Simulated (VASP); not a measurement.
# Pd in VASP: single point with PBEsol

Aim: the single point of Pd with PBEsol.

Everything below comes from runs of VASP 6.6.1. Logs are shortened: lines on timing, memory, paths and dates and some standing lists are left out, and cuts for length are marked.

## (1) The cell of the first run

The cell holds a atom, 1 atom: a = 14.000 Å, b = 14.400 Å, c = 14.800 Å, α = 90.00°, β = 90.00°, γ = 90.00°.

## (2) Single point, PBEsol, collinear spin, ferromagnetic start

INCAR reads:

```
SYSTEM = Pd
ALGO     = Normal         ! electronic algorithm
EDIFF    = 1E-6           ! SCF threshold, eV
ENCUT    = 400            ! plane-wave cutoff, eV
GGA      = PS             ! functional
GGA_COMPAT= .FALSE.      
ISIF     = 2              ! what is computed and relaxed
ISMEAR   = -1             ! smearing method
ISPIN    = 2              ! spin polarisation
ISYM     = 0            
LASPH    = .TRUE.         ! aspherical terms in the spheres
LCHARG   = .TRUE.         ! write CHGCAR
LELF     = .TRUE.         ! ELF
LMAXMIX  = 4              ! l up to which the mixer works
LORBIT   = 11             ! projections on sites
LREAL    = .FALSE.        ! projectors in reciprocal space
LVHAR    = .TRUE.       
LWAVE    = .FALSE.        ! write WAVECAR
MAGMOM   = 0.01           ! initial moments
NBANDS   = 15             ! bands
NELM     = 200            ! most SCF steps
PREC     = Accurate       ! precision mode
SIGMA    = 0.01           ! smearing width, eV
```

KPOINTS reads:

```
k-points
0
G
  1 1 1
  0 0 0
```

POSCAR reads:

```
Pd
1.0
   14.0000000000      0.0000000000      0.0000000000
    0.0000000000     14.4000000000      0.0000000000
    0.0000000000      0.0000000000     14.8000000000
Pd
1
Direct
    0.5000000000      0.5000000000      0.5000000000
```

Potentials or basis: VASP PAW PBE potentials, release 64 (Pd).

Run with:

```sh
$ cat potpaw_PBE.64/Pd/POTCAR > POTCAR
$ mpirun -np 1 vasp_gam > vasp.out
```

OUTCAR:

```text
SYSTEM = Pd
   EDIFF = 1E-6
   ENCUT = 400
   GGA = PS
   ISIF = 2
   ISMEAR = -1
   ISPIN = 2
   ISYM = 0
   LASPH = .TRUE.
   LORBIT = 11
   LREAL = .FALSE.
   NELM = 200
   PREC = Accurate

 ion  position               nearest neighbor table
   1  0.500  0.500  0.500-

IMPORTANT INFORMATION: All symmetrisations will be switched off!
NOSYMM: (Re-)initialisation of all symmetry stuff for point group C_1.

----------------------------------------------------------------------------------------

                                     Primitive cell

  volume of cell :    2983.6800

  direct lattice vectors                    reciprocal lattice vectors
    14.000000000  0.000000000  0.000000000     0.071428571  0.000000000  0.000000000
     0.000000000 14.400000000  0.000000000     0.000000000  0.069444444  0.000000000
     0.000000000  0.000000000 14.800000000     0.000000000  0.000000000  0.067567568

  length of vectors
    14.000000000 14.400000000 14.800000000     0.071428571  0.069444444  0.067567568

  position of ions in fractional coordinates (direct lattice)
     0.500000000  0.500000000  0.500000000

  ion indices of the primitive-cell ions
   primitive index   ion index
                 1           1

----------------------------------------------------------------------------------------

 KPOINTS: k-points

Automatic generation of k-mesh.
 Grid dimensions read from file:
 generate k-points for:    1    1    1

 Generating k-lattice:

  Cartesian coordinates                     Fractional coordinates (reciprocal lattice)
     0.071428571  0.000000000  0.000000000     1.000000000  0.000000000  0.000000000
     0.000000000  0.069444444  0.000000000     0.000000000  1.000000000  0.000000000
     0.000000000  0.000000000  0.067567568     0.000000000  0.000000000  1.000000000

  Length of vectors
     0.071428571  0.069444444  0.067567568

  Shift w.r.t. Gamma in fractional coordinates (k-lattice)
     0.000000000  0.000000000  0.000000000

 Subroutine IBZKPT returns following result:
 ===========================================

 Found      1 irreducible k-points:

 Following reciprocal coordinates:
            Coordinates               Weight
  0.000000  0.000000  0.000000      1.000000
   k-points           NKPTS =      1   k-points in BZ     NKDIM =      1   number of bands    NBANDS=     15
   number of dos      NEDOS =    301   number of ions     NIONS =      1
   total plane-waves  NPLWV = 903168
   dimension x,y,z NGX =    96 NGY =   96 NGZ =   98
   dimension x,y,z NGXF=   192 NGYF=  192 NGZF=  196
   ions per type =               1
   NGX,Y,Z   is equivalent  to a cutoff of  11.40, 11.08, 11.01 a.u.
   NGXF,Y,Z  is equivalent  to a cutoff of  22.80, 22.17, 22.02 a.u.
 SYSTEM =  Pd
   PREC   = accura    normal or accurate (medium, high low for compatibility)
   ISTART =      0    job   : 0-new  1-cont  2-samecut
   ICHARG =      2    charge: 1-file 2-atom 10-const
   ISPIN  =      2    spin polarized calculation?
   LNONCOLLINEAR =      F non collinear calculations
   LSORBIT =      F    spin-orbit coupling
   LASPH  =      T    aspherical Exc in radial PAW
   ENCUT  =  400.0 eV  29.40 Ry    5.42 a.u.  22.83 23.48 24.14*2*pi/ulx,y,z
   NELM   =    200;   NELMIN=  2; NELMDL= -5     # of ELM steps
   EDIFF  = 0.1E-05   stopping-criterion for ELM
   LREAL  =      F    real-space projection
   EDIFFG = 0.1E-04   stopping-criterion for IOM
   NSW    =      0    number of steps for IOM
   IBRION =     -1    ionic relax: 0-MD 1-quasi-New 2-CG
   NFREE  =      0    steps in history (QN), initial steepest desc. (CG)
   ISIF   =      2    stress and relaxation
   ISYM   =      0    0-nonsym 1-usesym 2-fastsym
   POTIM  = 0.5000    time-step for ionic-motion
   TEBEG  =    0.0;   TEEND  =   0.0 temperature during run
   PSTRESS=    0.0 pullay stress
   NELECT =      10.0000    total number of electrons
   NUPDOWN=      -1.0000    fix difference up-down
   EMIN   =  10.00;   EMAX   =-10.00  energy-range for DOS
   EFERMI =   0.00;   METHOD = LEGACY
   ISMEAR =    -1;   SIGMA  =   0.01  broadening in eV -4-tet -1-fermi 0-gaus
   EFERMI_NEDOS =   21; number of points for ismear=-14 and -15
   IALGO  =     38    algorithm
   IMIX   =      4    mixing-type and parameters
     AMIX     =   0.40;   BMIX     =  1.00
     AMIX_MAG =   1.60;   BMIX_MAG =  1.00
  volume/ion in A,a.u.               =    2983.68     20134.87
  Fermi-wavevector in a.u.,A,eV,Ry     =   0.244995  0.462974  0.816657  0.060023
  Thomas-Fermi vector in A             =   1.055438
   LORBIT       =     11    0 simple, 1 ext, 2 COOP (PROOUT), +10 PAW based schemes
   GGA     = PS    functional components
   LHFCALC =     F    Hartree Fock is set to
   AEXX    =    0.0000 exact exchange contribution
   IVDW    =     0    specifies the selected vdW correction
   LEPSILON=     F    determine dielectric tensor
   LRPA    =     F    only Hartree local field effects (RPA)
 spin polarized calculation
  energy-cutoff  :      400.00
  volume of cell :     2983.68
 maximum number of plane-waves:     27122
 NGX is ok and might be reduce to    90
   NGX = 45   NGY = 47   NGZ = 49

 number of electron      10.0000000 magnetization       0.0000062

 number of electron      10.0000000 magnetization      -0.0000005

 Free energy of the ion-electron system (eV)
  ---------------------------------------------------
  ext. energy  EPLUGINS =         0.00000000
  ---------------------------------------------------
  free energy    TOTEN  =        -1.48835709 eV

  energy without entropy =       -1.48835709  energy(sigma->0) =       -1.48835709

 E-fermi :  -3.6996     XC(G=0):  -0.3080

 val. band max:       -3.9550823813   @ k =   0.0000   0.0000   0.0000
 cond. band min:      -3.2565689882   @ k =   0.0000   0.0000   0.0000
 fundamental gap:      0.6985133931
 Fermi energy:        -3.6995643726

 spin component 1

 k-point     1 :       0.0000    0.0000    0.0000
  band No.  band energies     occupation
      1      -3.9552      1.00000
      2      -3.9552      1.00000
      3      -3.9551      1.00000
      4      -3.9551      1.00000
      5      -3.9551      1.00000
      6      -3.2566      0.00000
      7      -0.1517      0.00000
      8      -0.1458      0.00000
      9      -0.1391      0.00000
     10       0.0093      0.00000
     11       0.6565      0.00000
     12       0.6904      0.00000
     13       0.8270      0.00000
     14       0.8634      0.00000
     15       0.8963      0.00000
 Fermi energy:        -3.6995643726

 spin component 2

 k-point     1 :       0.0000    0.0000    0.0000
  band No.  band energies     occupation
      1      -3.9552      1.00000
      2      -3.9552      1.00000
      3      -3.9552      1.00000
      4      -3.9551      1.00000
      5      -3.9551      1.00000
      6      -3.2566      0.00000
      7      -0.1513      0.00000
      8      -0.1456      0.00000
      9      -0.1390      0.00000
     10       0.0115      0.00000
     11       0.6577      0.00000
     12       0.6944      0.00000
     13       0.8314      0.00000
     14       0.8665      0.00000
     15       0.8986      0.00000

------------------------ aborting loop because EDIFF is reached ----------------------------------------

  FORCE on cell =-STRESS in cart. coord.  units (eV):
  Direction    XX          YY          ZZ          XY          YZ          ZX
  --------------------------------------------------------------------------------------
  -------------------------------------------------------------------------------------
  Total       -0.0596013     -0.0601966     -0.0600419     -0.0000101      0.0000051      0.0000043
  in kB       -0.0320047     -0.0323244     -0.0322413     -0.0000054      0.0000028      0.0000023
  external PRESSURE =      -0.0321902 kB  Pullay stress =       0.0000000 kB

 VOLUME and BASIS-vectors are now :
 -----------------------------------------------------------------------------
  energy-cutoff  :      400.00
  volume of cell :     2983.68
      direct lattice vectors                 reciprocal lattice vectors
    14.000000000  0.000000000  0.000000000     0.071428571  0.000000000  0.000000000
     0.000000000 14.400000000  0.000000000     0.000000000  0.069444444  0.000000000
     0.000000000  0.000000000 14.800000000     0.000000000  0.000000000  0.067567568

 POSITION                                       TOTAL-FORCE (eV/Angst)
 -----------------------------------------------------------------------------------
      7.00000      7.20000      7.40000         0.000001      0.000000      0.000001
 -----------------------------------------------------------------------------------
    total drift:                                0.000001      0.000000      0.000001

  FREE ENERGIE OF THE ION-ELECTRON SYSTEM (eV)
  ---------------------------------------------------
  free  energy   TOTEN  =        -1.4883570855 eV

  energy  without entropy=       -1.4883570855  energy(sigma->0) =       -1.48835709

 total charge

# of ion       s       p       d       tot
------------------------------------------
    1        0.000   0.000   9.189   9.189

 magnetization (x)

# of ion       s       p       d       tot
------------------------------------------
    1       -0.000   0.000   0.000   0.000
```

Run time: 3.1 min. Hardware: 1 thread of Intel Xeon 6975P-C (Granite Rapids), shared host; peak memory 1.9 GiB.

What came out:

```
Free energy                                           : -1.4884 eV
Pressure                                              : 0.0 GPa
Band gap on the k mesh                                : 0.70 eV
Net moment                                            : 0.00 μB per cell
Valence electrons inside the program's atomic spheres : Pd 9.19
```

Levels at points of the mesh, in eV from the valence-band top:
Spin up:
```tsv
k point	band 2	band 3	band 4	band 5	band 6	band 7	band 8	band 9
(0.00, 0.00, 0.00)	0.00	0.00	0.00	0.00	0.70	3.80	3.81	3.82
```
Spin down:
| k point | band 2 | band 3 | band 4 | band 5 | band 6 | band 7 | band 8 | band 9 |
| --- | --- | --- | --- | --- | --- | --- | --- | --- |
| (0.00, 0.00, 0.00) | 0.00 | 0.00 | 0.00 | 0.00 | 0.70 | 3.80 | 3.81 | 3.82 |

Caveat: the PAW data sets were made with another functional, which shifts forces and pressure a little.
